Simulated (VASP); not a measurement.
PbSe, 2 atoms in the cell. The structure is tetragonal, space group I4/mmm (No. 139). Conventional cell: a = 4.861 Å, b = 4.861 Å, c = 4.860 Å, α = 90.00°, β = 90.00°, γ = 90.00°. Pb (site symmetry 4/mmm) has 2 Se at 2.43 Å within 3.2 Å. Within 3.2 Å of Se (site symmetry 4/mmm) lie 2 Pb at 2.43 Å.  This cell differs from its parent crystal: ratio of the length along z to the lengths across it x 0.707, volume and fractional coordinates fixed.

```yaml
Program: VASP 6.6.1
Task: single point
Functional: r2SCAN
Potentials_or_basis: VASP PAW PBE potentials, release 64 (Pb_d, Se)
Cutoff: 520 eV
k_mesh: 10 × 10 × 10
Occupations: gaussian, width 0.05 eV
Spin: no spin polarisation
Dipole_correction: no
Further_INCAR_settings: ALGO = Normal; EDIFF = 1e-06; NBANDS = 17
```

Potentials or basis: VASP PAW PBE potentials, release 64 (Pb_d, Se).

The run is started by

```bash
$ cat potpaw_PBE.64/Pb_d/POTCAR potpaw_PBE.64/Se/POTCAR > POTCAR
$ cp INCAR.step1 INCAR
$ mpirun -np 1 vasp_std > vasp.out
$ cp INCAR.step2 INCAR
$ mpirun -np 1 vasp_std > vasp.out
```

Hardware: 1 thread of Intel(R) Xeon(R) Platinum 8259CL CPU @ 2.50GHz (Skylake/Cascade Lake) (shared host).

How long does it take, and how much memory?

Run time: 4.9 min on 1 thread of Intel(R) Xeon(R) Platinum 8259CL CPU @ 2.50GHz (Skylake/Cascade Lake), with other jobs on the host, peak memory 0.26 GiB. Counts: k points 102.
